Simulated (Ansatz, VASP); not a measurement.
## Sn: VASP beside Ansatz

File INCAR:

```
SYSTEM = Sn
PREC = Accurate ; ENCUT = 520
EDIFF = 1E-6 ; ISMEAR = -1
SIGMA = 0.1 ; LREAL = .FALSE.
LASPH = .TRUE. ; NELM = 100
ALGO = Normal ; ISIF = 2
LWAVE = .FALSE. ; LCHARG = .TRUE.
GGA = PE ; LELF = .TRUE.
LVHAR = .TRUE. ; NBANDS = 13
```

Contents of KPOINTS:

```
regular mesh
0
G
  19 19 19
  0 0 0
```

File POSCAR:

```
Sn
1.0
   -1.9768594036      1.9768594036      1.9768594036
    1.9768594036     -1.9768594036      1.9768594036
    1.9768594036      1.9768594036     -1.9768594036
Sn
1
Direct
    0.0000000000      0.0000000000      0.0000000000
```

Input for Ansatz:

```yaml
crystal:
  lattice:
    - [-1.9768594036, 1.9768594036, 1.9768594036]
    - [1.9768594036, -1.9768594036, 1.9768594036]
    - [1.9768594036, 1.9768594036, -1.9768594036]
  atoms:
    - { symbol: Sn, position: [0.0, 0.0, 0.0] }
hamiltonian:
  xc: pbe
  pseudopotentials:
    kind: paw
    azcp:
      Sn: "pseudopotentials/Sn.paw.azcp"
basis:
  ecutwfc: 420
  fft_grid_basis: typed
kpoints:
  mp_grid: { grid: [19, 19, 19], shift: [0, 0, 0] }
magnetization:
  spin_polarized: false
scf:
  occupations: { method: fermi_dirac, width: 0.1 }
output:
  stress: true
```

Alike in both runs: task single point; functional PBE; k mesh 19 × 19 × 19; occupations fermi-dirac, width 0.1 eV; no spin polarisation.

```csv
,VASP,Ansatz
version,VASP 6.6.1,Ansatz 0.2.0
potentials or method,"VASP PAW PBE potentials, release 64 (Sn_d), cutoff 520 eV","plane waves (420 eV) with PAW, scalar-relativistic"
valence electrons in the cell,14,14
```

Ansatz gave:

```
pressure (GPa) : -4.0
```

Task: Estimate VASP's values.

Result: Pressure (GPa): -4.1.

With one functional, cell and mesh, what is left measures potentials, basis and numerics.
